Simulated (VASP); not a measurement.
Wanted: the native input for a VASP 6.6.1 run.

```
Task                   : single point
Functional             : PBE
Potentials or basis    : VASP PAW PBE potentials, release 64 (Sn_d, Te)
Cutoff                 : 520 eV
k mesh                 : 8 × 8 × 8
Occupations            : fermi-dirac, width 0.02 eV
Spin                   : no spin polarisation
Dipole correction      : no
Further INCAR settings : ALGO = Normal; EDIFF = 1e-07; NBANDS = 17
```

The structure of SnTe lies in POSCAR:

```
SnTe
1.0
    0.0000000000      3.2212236489      3.2212236489
    3.2212236489      0.0000000000      3.2212236489
    3.2212236489      3.2212236489      0.0000000000
Sn Te
1 1
Direct
    0.0000000000      0.0000000000      0.0000000000
    0.5000000000      0.5000000000      0.5000000000
```

This cell differs from its parent crystal: strain +1.0%.

The input as run:

INCAR

```
SYSTEM = SnTe
  ALGO = Normal
  EDIFF = 1E-7
  ENCUT = 520
  GGA = PE
  ISIF = 2
  ISMEAR = -1
  LASPH = .TRUE.
  LCHARG = .FALSE.
  LREAL = .FALSE.
  LWAVE = .FALSE.
  NBANDS = 17
  NELM = 100
  PREC = Accurate
  SIGMA = 0.02
```

KPOINTS

```
k-points
0
G
  8 8 8
  0 0 0
```

Potentials or basis: VASP PAW PBE potentials, release 64 (Sn_d, Te).

Run with:

```console
$ cat potpaw_PBE.64/Sn_d/POTCAR potpaw_PBE.64/Te/POTCAR > POTCAR
$ mpirun -np 1 vasp_std > vasp.out
```

Results of the run:

```
Pressure               : -0.6 GPa
Band gap on the k mesh : 0.09 eV
```

Caveat: the cell differs from its parent crystal (strain +1.0%); spin-orbit coupling is left out, which moves the levels of the heavy elements.

Run time: 34 s on 1 thread of Intel(R) Xeon(R) Platinum 8488C (Sapphire Rapids), on a shared host, peak memory 0.21 GiB.
